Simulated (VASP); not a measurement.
# CuGe4 in VASP: a series of runs

Aim: see how the results for CuGe4 move with the level of theory and the settings. Levels: PBE, PBE+U. Tasks: relaxation of the atoms, single point.

Everything below comes from runs of VASP 6.6.1. Logs are shortened: lines on timing, memory, paths and dates and some standing lists are left out, and cuts for length are marked.

### 1 The cell of the first run

The cell holds a slab with vacuum, 5 atoms: a = 4.074 Å, b = 4.074 Å, c = 19.856 Å, α = 90.00°, β = 90.00°, γ = 90.00°.

### 2 Relaxation of the atoms, PBE

The input, INCAR:

```
SYSTEM = CuGe4
  PREC = Accurate
  ENCUT = 520
  EDIFF = 1E-7
  ISMEAR = 0
  SIGMA = 0.1
  LREAL = .False.
  LASPH = .True.
  NELM = 60
  ALGO = Fast
  ISIF = 2
  LWAVE = .False.
  LCHARG = .False.
  LDIPOL = .True.
  IDIPOL = 3
  DIPOL = 0.5 0.5 0.354
  GGA = PE
  IBRION = 2
  NSW = 36
  EDIFFG = -0.025
  KPAR = 4
```

The input, KPOINTS:

```
Automatic mesh
0
Gamma
  7 7 1
  0 0 0
```

The input, POSCAR:

```
CuGe4
1.0
    4.0740542205      0.0000000000      0.0000000000
    0.0000000000      4.0740542205      0.0000000000
    0.0000000000      0.0000000000     19.8557568590
Ge Cu
4 1
Selective dynamics
Direct
    0.0000000000      0.5000000000      0.2014529100  F F F
    0.0000000000      0.0000000000      0.2739958855  F F F
    0.5000000000      0.0000000000      0.3493666156  F F F
    0.5000000000      0.5000000000      0.4208228837  F F F
    0.5000000000      0.7500000000      0.5243805823  F F T
```

Potentials or basis: VASP PAW PBE potentials, release 64 (Ge_d, Cu).

Run with:

```bash
> cat potpaw_PBE.64/Ge_d/POTCAR potpaw_PBE.64/Cu/POTCAR > POTCAR
> mpirun -np 4 vasp_std > vasp.out
```

OUTCAR:

```text
SYSTEM = CuGe4
   PREC = Accurate
   ENCUT = 520
   EDIFF = 1E-7
   ISMEAR = 0
   LREAL = .False.
   LASPH = .True.
   NELM = 60
   ISIF = 2
   GGA = PE
   IBRION = 2
   NSW = 36
   EDIFFG = -0.025

 ion  position               nearest neighbor table
   1  0.000  0.500  0.201-   2 2.49   2 2.49
   2  0.000  0.000  0.274-   1 2.49   1 2.49   3 2.53   3 2.53
   3  0.500  0.000  0.349-   4 2.48   4 2.48   2 2.53   2 2.53
   4  0.500  0.500  0.421-   5 2.29   3 2.48   3 2.48
   5  0.500  0.750  0.524-   4 2.29

  LATTYP: Found a simple tetragonal cell.
 ALAT       =     4.0740542205
 C/A-ratio  =     4.8737095248

  Lattice vectors:

 A1 = (   4.0740542205,   0.0000000000,   0.0000000000)
 A2 = (   0.0000000000,   4.0740542205,   0.0000000000)
 A3 = (   0.0000000000,   0.0000000000,  19.8557568590)

Analysis of symmetry for initial positions (statically):
=====================================================================
 Subroutine PRICEL returns:
 Original cell was already a primitive cell.

 Routine SETGRP: Setting up the symmetry group for a
 simple tetragonal supercell.

 Subroutine GETGRP returns: Found  2 space group operations
 (whereof  2 operations were pure point group operations)
 out of a pool of 16 trial point group operations.

The static configuration has the point symmetry C_1h.

Analysis of symmetry for dynamics (positions and initial velocities):
=====================================================================
 Subroutine PRICEL returns:
 Original cell was already a primitive cell.

 Routine SETGRP: Setting up the symmetry group for a
 simple tetragonal supercell.

 Subroutine GETGRP returns: Found  2 space group operations
 (whereof  2 operations were pure point group operations)
 out of a pool of 16 trial point group operations.

The dynamic configuration has the point symmetry C_1h.

Analysis of constrained symmetry for selective dynamics:
=====================================================================
 Subroutine PRICEL returns:
 Original cell was already a primitive cell.

 Routine SETGRP: Setting up the symmetry group for a
 simple tetragonal supercell.

 Subroutine GETGRP returns: Found  2 space group operations
 (whereof  2 operations were pure point group operations)
 out of a pool of 16 trial point group operations.

The constrained configuration has the point symmetry C_1h.

 Subroutine INISYM returns: Found  2 space group operations
 (whereof  2 operations are pure point group operations),
 and found     1 'primitive' translations

----------------------------------------------------------------------------------------

                                     Primitive cell

  volume of cell :     329.5642

  direct lattice vectors                    reciprocal lattice vectors
     4.074054220  0.000000000  0.000000000     0.245455742  0.000000000  0.000000000
     0.000000000  4.074054220  0.000000000     0.000000000  0.245455742  0.000000000
     0.000000000  0.000000000 19.855756859     0.000000000  0.000000000  0.050363228

  length of vectors
     4.074054220  4.074054220 19.855756859     0.245455742  0.245455742  0.050363228

  position of ions in fractional coordinates (direct lattice)
     0.000000000  0.500000000  0.201452910
     0.000000000  0.000000000  0.273995885
     0.500000000  0.000000000  0.349366616
     0.500000000  0.500000000  0.420822884
     0.500000000  0.750000000  0.524380582

  ion indices of the primitive-cell ions
   primitive index   ion index
                 1           1
                 2           2
                 3           3
                 4           4
                 5           5

----------------------------------------------------------------------------------------

 KPOINTS: Automatic mesh

Automatic generation of k-mesh.
 Grid dimensions read from file:
 generate k-points for:    7    7    1

 Generating k-lattice:

  Cartesian coordinates                     Fractional coordinates (reciprocal lattice)
     0.035065106  0.000000000  0.000000000     0.142857143  0.000000000  0.000000000
     0.000000000  0.035065106  0.000000000     0.000000000  0.142857143  0.000000000
     0.000000000  0.000000000  0.050363228     0.000000000  0.000000000  1.000000000

  Length of vectors
     0.035065106  0.035065106  0.050363228

  Shift w.r.t. Gamma in fractional coordinates (k-lattice)
     0.000000000  0.000000000  0.000000000

 Subroutine IBZKPT returns following result:
 ===========================================

 Found     16 irreducible k-points:

 Following reciprocal coordinates:
            Coordinates               Weight
  0.000000  0.000000  0.000000      1.000000
  0.142857  0.000000  0.000000      2.000000
  0.000000  0.142857  0.000000      2.000000
  0.285714  0.000000  0.000000      2.000000
  0.000000  0.285714  0.000000      2.000000
  0.428571  0.000000  0.000000      2.000000
[... 8 lines left out ...]
 -0.285714  0.428571  0.000000      4.000000
[... 24 lines left out ...]
   NFREE  =      1    steps in history (QN), initial steepest desc. (CG)
   ISIF   =      2    stress and relaxation
   ISYM   =      2    0-nonsym 1-usesym 2-fastsym
   POTIM  = 0.5000    time-step for ionic-motion
   TEBEG  =    0.0;   TEEND  =   0.0 temperature during run
   PSTRESS=    0.0 pullay stress
   NELECT =      67.0000    total number of electrons
   NUPDOWN=      -1.0000    fix difference up-down
   EMIN   =  10.00;   EMAX   =-10.00  energy-range for DOS
   EFERMI =   0.00;   METHOD = LEGACY
   ISMEAR =     0;   SIGMA  =   0.10  broadening in eV -4-tet -1-fermi 0-gaus
   EFERMI_NEDOS =   21; number of points for ismear=-14 and -15
   IALGO  =     68    algorithm
   IMIX   =      4    mixing-type and parameters
     AMIX     =   0.40;   BMIX     =  1.00
     AMIX_MAG =   1.60;   BMIX_MAG =  1.00
  volume/ion in A,a.u.               =      65.91       444.80
  Fermi-wavevector in a.u.,A,eV,Ry     =   0.962616  1.819080 12.607561  0.926630
  Thomas-Fermi vector in A             =   2.092090
   LORBIT       =      0    0 simple, 1 ext, 2 COOP (PROOUT), +10 PAW based schemes
   GGA     = PE    functional components
   LHFCALC =     F    Hartree Fock is set to
   AEXX    =    0.0000 exact exchange contribution
   IVDW    =     0    specifies the selected vdW correction
   LEPSILON=     F    determine dielectric tensor
   LRPA    =     F    only Hartree local field effects (RPA)
 conjugate gradient relaxation of ions
 non-spin polarized calculation
 RMM-DIIS sequential band-by-band and
 Gauss-broadening in eV      SIGMA  =   0.10
  energy-cutoff  :      520.00
  volume of cell :      329.56
 maximum number of plane-waves:      8917
   NGX = 15   NGY = 15   NGZ = 73

 dipolmoment           0.000000      0.000000      0.063853 electrons x Angstroem

--------------------------------------- Ionic step        1  -------------------------------------------

 number of electron      66.9999923 magnetization

 Free energy of the ion-electron system (eV)
  ---------------------------------------------------
  ext. energy  EPLUGINS =         0.00000000
  ---------------------------------------------------
  free energy    TOTEN  =       -17.74856810 eV

  energy without entropy =      -17.74332993  energy(sigma->0) =      -17.74594901

------------------------ aborting loop because EDIFF is reached ----------------------------------------

  FORCE on cell =-STRESS in cart. coord.  units (eV):
  Direction    XX          YY          ZZ          XY          YZ          ZX
  --------------------------------------------------------------------------------------
  -------------------------------------------------------------------------------------
  Total       -3.1555639     -0.6158224     -0.5311992      0.0000000     -0.5321306      0.0000000
  in kB      -15.3407824     -2.9938222     -2.5824265      0.0000000     -2.5869542      0.0000000
  external PRESSURE =      -6.9723437 kB  Pullay stress =       0.0000000 kB
[... 102 lines left out ...]
  energy  without entropy=      -17.7471084701  energy(sigma->0) =      -17.74982905

--------------------------------------- Ionic step        4  -------------------------------------------

 number of electron      66.9999928 magnetization

 dipolmoment           0.000000      0.000000     -0.120699 electrons x Angstroem

 Free energy of the ion-electron system (eV)
  ---------------------------------------------------
  ext. energy  EPLUGINS =         0.00000000
  ---------------------------------------------------
  free energy    TOTEN  =       -17.75262604 eV

  energy without entropy =      -17.74714882  energy(sigma->0) =      -17.74988743

 E-fermi :  -1.3370     XC(G=0):  -4.4058

 val. band max:       -1.4349860051   @ k =   0.4286   0.1429   0.0000
 cond. band min:      -1.2806065017   @ k =   0.2857   0.2857   0.0000
 fundamental gap:      0.1543795034
 Fermi energy:        -1.3369894682

 k-point     1 :       0.0000    0.0000    0.0000
  band No.  band energies     occupation
      1     -25.9977      2.00000
      2     -25.9628      2.00000
      3     -25.9466      2.00000
      4     -25.9315      2.00000
      5     -25.8836      2.00000
      6     -25.8199      2.00000
[... 677 lines left out ...]
     39       2.1159      0.00000
     40       2.5384      0.00000

------------------------ aborting loop because EDIFF is reached ----------------------------------------

 vacuum level on the upper side and lower side of the slab       (xc-potential included)        -0.681         0.633

  FORCE on cell =-STRESS in cart. coord.  units (eV):
  Direction    XX          YY          ZZ          XY          YZ          ZX
  --------------------------------------------------------------------------------------
  -------------------------------------------------------------------------------------
  Total       -3.1516333     -0.5104431     -0.0812768      0.0000000     -0.3175829      0.0000000
  in kB      -15.3216738     -2.4815206     -0.3951276      0.0000000     -1.5439301      0.0000000
  external PRESSURE =      -6.0661073 kB  Pullay stress =       0.0000000 kB

 VOLUME and BASIS-vectors are now :
 -----------------------------------------------------------------------------
  energy-cutoff  :      520.00
  volume of cell :      329.56
      direct lattice vectors                 reciprocal lattice vectors
     4.074054220  0.000000000  0.000000000     0.245455742  0.000000000  0.000000000
     0.000000000  4.074054220  0.000000000     0.000000000  0.245455742  0.000000000
     0.000000000  0.000000000 19.855756859     0.000000000  0.000000000  0.050363228
[... 11 lines left out ...]
  FREE ENERGIE OF THE ION-ELECTRON SYSTEM (eV)
  ---------------------------------------------------
  free  energy   TOTEN  =       -17.7526260407 eV

  energy  without entropy=      -17.7471488246  energy(sigma->0) =      -17.74988743

 reached required accuracy - stopping structural energy minimisation

 vacuum level on the upper side and lower side of the slab         2.154         3.533
```

It took 5 min on 4 MPI ranks of Oxide Virtual Turin-like, shared host; peak memory 0.48 GiB.

Results:

| Property | Result |
| --- | --- |
| Free energy | -17.7526 eV |
| Energy gained by relaxing | 0.8 meV/atom |
| Ionic steps | 4 |
| Band gap on the k mesh | zero (an odd number of electrons rules out a gap without spin polarisation) |

The path:
| step | energy change (eV) | largest force on free atoms (eV/Å) | pressure (GPa) |
| --- | --- | --- | --- |
| 1 | 0.0000 | 0.2174 | -0.70 |
| 2 | -0.0020 | 0.1569 | -0.67 |
| 3 | -0.0040 | 0.0314 | -0.62 |
| 4 | -0.0041 | 0.0028 | -0.61 |

Final structure:
```xyz
5
Lattice="4.0741 0.0000 0.0000 0.0000 4.0741 0.0000 0.0000 0.0000 19.8558" Properties=species:S:1:pos:R:3 pbc="T T T"
Ge    0.0000    2.0370    4.0000
Ge    0.0000    0.0000    5.4404
Ge    2.0370    0.0000    6.9369
Ge    2.0370    2.0370    8.3558
Cu    2.0370    3.0555   10.3752
```

Levels at points of the mesh, in eV from the Fermi level:
```
           k point  band 31  band 32  band 33  band 34  band 35  band 36
(0.00, 0.00, 0.00)    -1.60    -1.30    -0.45     0.85     1.08     1.59
```

Caveat: an odd number of electrons without spin polarisation forces a metal; a magnetic or distorted state may lie lower.

### 3 Relaxation of the atoms, PBE

The input, INCAR:

```
  PREC = Accurate
  ENCUT = 520
  EDIFF = 1E-6
  ISMEAR = 0
  SIGMA = 0.1
  LREAL = F
  LASPH = T
  NELM = 80
  ALGO = Fast
  ISIF = 2
  LWAVE = F
  LCHARG = F
  LDIPOL = T
  IDIPOL = 3
  DIPOL = 0.5 0.5 0.328
  GGA = PE
  IBRION = 2
  NSW = 36
  EDIFFG = -0.025
  KPAR = 4
```

The input, KPOINTS:

```
regular mesh
0
Gamma
  7 7 1
```

Edit POSCAR of step 2 so:

```diff
@@ -13,2 +13,2 @@
     0.5000000000      0.5000000000      0.4208228837  F F F
-    0.5000000000      0.7500000000      0.5243805823  F F T
+    1.0000000000      0.8750000000      0.3946340054  F F T
```

Potentials or basis: VASP PAW PBE potentials, release 64 (Ge_d, Cu).

Run with:

```bash
> cat potpaw_PBE.64/Ge_d/POTCAR potpaw_PBE.64/Cu/POTCAR > POTCAR
> mpirun -np 4 vasp_std > vasp.out
```

Run time: 9.4 min. Hardware: 4 MPI ranks of Oxide Virtual Turin-like, shared host; peak memory 0.48 GiB.

Results (log left out):

```
Free energy               : -18.8568 eV
Energy gained by relaxing : 48.6 meV/atom
Ionic steps               : 6
Band gap on the k mesh    : zero (an odd number of electrons rules out a gap without spin polarisation)
```

The path:
| step | energy change (eV) | largest force on free atoms (eV/Å) | pressure (GPa) |
| --- | --- | --- | --- |
| 1 | 0.0000 | 1.2499 | 1.26 |
| 2 | -0.0676 | 0.9986 | 1.05 |
| 3 | -0.1945 | 0.4469 | 0.51 |
| 4 | -0.2327 | 0.1629 | -0.24 |
| 5 | -0.2426 | 0.0395 | -0.07 |
| 6 | -0.2432 | 0.0005 | -0.04 |

Final structure:
```cif
data_structure
_symmetry_space_group_name_H-M 'P 1'
_symmetry_Int_Tables_number 1
_cell_length_a 4.0741
_cell_length_b 4.0741
_cell_length_c 19.8558
_cell_angle_alpha 90.000
_cell_angle_beta 90.000
_cell_angle_gamma 90.000
_cell_volume 329.56
loop_
_atom_site_label
_atom_site_type_symbol
_atom_site_fract_x
_atom_site_fract_y
_atom_site_fract_z
_atom_site_occupancy
Ge1 Ge 0.00000 0.50000 0.20145 1
Ge2 Ge 0.00000 0.00000 0.27400 1
Ge3 Ge 0.50000 0.00000 0.34937 1
Ge4 Ge 0.50000 0.50000 0.42082 1
Cu1 Cu 0.00000 0.87500 0.41870 1
```

Levels at points of the mesh, in eV from the Fermi level:
| k point | band 30 | band 31 | band 32 | band 33 | band 34 | band 35 | band 36 | band 37 |
| --- | --- | --- | --- | --- | --- | --- | --- | --- |
| (0.00, 0.00, 0.00) | -1.74 | -1.58 | -0.63 | -0.05 | 0.52 | 0.61 | 1.52 | 1.82 |

Caveat: an odd number of electrons without spin polarisation forces a metal; a magnetic or distorted state may lie lower.

### 4 Single point, PBE

The input, INCAR:

```
SYSTEM = CuGe4
ALGO = Normal ; DIPOL = 0.5 0.5 0.350
EDIFF = 1E-6 ; ENCUT = 520
GGA = PE ; GGA_COMPAT = .FALSE.
IDIPOL = 3 ; ISIF = 2
ISMEAR = 0 ; LASPH = .TRUE.
LCHARG = .FALSE. ; LDIPOL = .TRUE.
LREAL = .FALSE. ; LWAVE = .FALSE.
NBANDS = 42 ; NELM = 120
NELMDL = -8 ; PREC = Accurate
SIGMA = 0.1
```

The input, KPOINTS:

```
Automatic mesh
0
Gamma
  7 7 1
  0.5 0.5 0
```

The input, POSCAR:

```
CuGe4
1.0
    4.0740542205      0.0000000000      0.0000000000
    0.0000000000      4.0740542205      0.0000000000
    0.0000000000      0.0000000000     19.8557568590
Ge Cu
4 1
Direct
    0.0000000000      0.5000000000      0.2014529100
    0.0000000000      0.0000000000      0.2739958855
    0.5000000000      0.0000000000      0.3493666156
    0.5000000000      0.5000000000      0.4208228837
    0.5000000000      0.8750000000      0.5028564975
```

Run with:

```bash
> cat potpaw_PBE.64/Ge_d/POTCAR potpaw_PBE.64/Cu/POTCAR > POTCAR
> mpirun -np 1 vasp_std > vasp.out
```

Wall time 5.9 min (1 thread of Oxide Virtual Turin-like, shared host); peak memory 0.43 GiB.

Results (log left out):

```yaml
Free_energy: -17.8326 eV
Largest_force: 0.683 eV/Å
Band_gap_on_the_k_mesh: zero (an odd number of electrons rules out a gap without spin polarisation)
```

Forces on the atoms (eV/Å):
```
Ge   0.000  0.051 -0.042
Ge   0.000  0.062  0.056
Ge   0.000 -0.049 -0.220
Ge   0.000 -0.665  0.155
Cu   0.000  0.601  0.051
```

Levels at points of the mesh, in eV from the Fermi level:
```tsv
k point	band 30	band 31	band 32	band 33	band 34	band 35	band 36	band 37
(0.50, 0.50, 0.00)	-2.11	-1.91	-1.41	-1.18	-0.28	-0.12	0.60	1.98
```

Caveat: an odd number of electrons without spin polarisation forces a metal; a magnetic or distorted state may lie lower.

### 5 Single point, PBE+U

The input, INCAR:

```
PREC     = Accurate       # precision mode
ENCUT    = 520            # plane-wave cutoff, eV
EDIFF    = 1E-6           # SCF threshold, eV
ISMEAR   = 0              # smearing method
SIGMA    = 0.1            # smearing width, eV
LREAL    = F              # projectors in reciprocal space
LASPH    = T              # aspherical terms in the spheres
NELM     = 200            # most SCF steps
ALGO     = Normal         # electronic algorithm
ISIF     = 2              # what is computed and relaxed
LWAVE    = F              # write WAVECAR
LCHARG   = T              # write CHGCAR
LMAXMIX  = 4              # l up to which the mixer works
LDAU     = T              # DFT+U
LDAUTYPE = 2            
LDAUL    = -1 2           # shell
LDAUU    = 0 8            # U, eV
LDAUJ    = 0 0          
LDAUPRINT= 1            
LDIPOL   = T            
IDIPOL   = 3            
DIPOL    = 0.5 0.5 0.335
GGA      = PE             # functional
LELF     = T              # ELF
LVHAR    = T            
LVACPOTAV= T            
NBANDS   = 42             # bands
GGA_COMPAT= F            
NELMDL   = -8
```

The input, KPOINTS:

```
Automatic mesh
0
Gamma
  7 7 1
```

Edit POSCAR of step 4 so:

```diff
@@ -12,2 +12,2 @@
     0.5000000000      0.5000000000      0.4208228837
-    0.5000000000      0.8750000000      0.5028564975
+    1.0000000000      0.8750000000      0.4275277982
```

Run with:

```bash
> cat potpaw_PBE.64/Ge_d/POTCAR potpaw_PBE.64/Cu/POTCAR > POTCAR
> mpirun -np 1 vasp_std > vasp.out
```

It took 8.6 min on 1 thread of Oxide Virtual Turin-like, shared host; peak memory 0.42 GiB.

The run converged. Its results:

| Quantity | Value |
| --- | --- |
| Free energy | -16.5948 eV |
| Largest force | 0.813 eV/Å |
| Band gap on the k mesh | zero (an odd number of electrons rules out a gap without spin polarisation) |

Forces on the atoms (eV/Å):
```
Ge   0.000  0.038  0.051
Ge   0.000  0.031 -0.422
Ge   0.000  0.255 -0.357
Ge   0.000 -0.022  0.812
Cu   0.000 -0.302 -0.084
```

Levels at points of the mesh, in eV from the Fermi level:
| k point | band 30 | band 31 | band 32 | band 33 | band 34 | band 35 | band 36 | band 37 |
| --- | --- | --- | --- | --- | --- | --- | --- | --- |
| (0.00, 0.00, 0.00) | -1.96 | -1.80 | -0.62 | -0.02 | 0.62 | 0.75 | 1.53 | 1.80 |

Eigenvalues of the final occupation matrices:
```csv
site,spin,trace,eigenvalues
site 5 d,1,4.77,0.94 0.95 0.96 0.96 0.96
site 5 d,2,4.77,0.94 0.95 0.96 0.96 0.96
```

Caveat: an odd number of electrons without spin polarisation forces a metal; a magnetic or distorted state may lie lower; U without spin polarisation on a metal has little footing; the U is typed as a test and isn't derived for this compound.

### 6 Overview

```csv
task,level,U,cell,k mesh,atoms held fixed (from 0),atoms held along some axes (from 0),gap on the mesh (eV),largest force (eV/Å)
relaxation of the atoms,PBE,-,"atoms relaxed, atomic positions A",7 × 7 × 1,"[0, 1, 2, 3]",atom 4 along a and b,none,-
relaxation of the atoms,PBE,-,"atoms relaxed, atomic positions B",7 × 7 × 1,"[0, 1, 2, 3]",atom 4 along a and b,none,-
single point,PBE,-,"as given, atomic positions C","7 × 7 × 1, shifted",-,-,none,0.68
single point,PBE+U,Cu d U = 8.0 eV,"as given, atomic positions D",7 × 7 × 1,-,-,none,0.81
```

Alike in all rows: potentials or basis VASP PAW PBE potentials, release 64 (Ge_d, Cu); no spin polarisation; cutoff (eV) 520; smearing gaussian 0.1 eV.

Caveats: an odd number of electrons without spin polarisation forces a metal; a magnetic or distorted state may lie lower; U without spin polarisation on a metal has little footing (at least some runs); the U is typed as a test and isn't derived for this compound (at least some runs).

Absolute energies hang on the potentials; compare differences alone.

The gap in the log of VASP goes by the Fermi energy; the results here count the filled bands.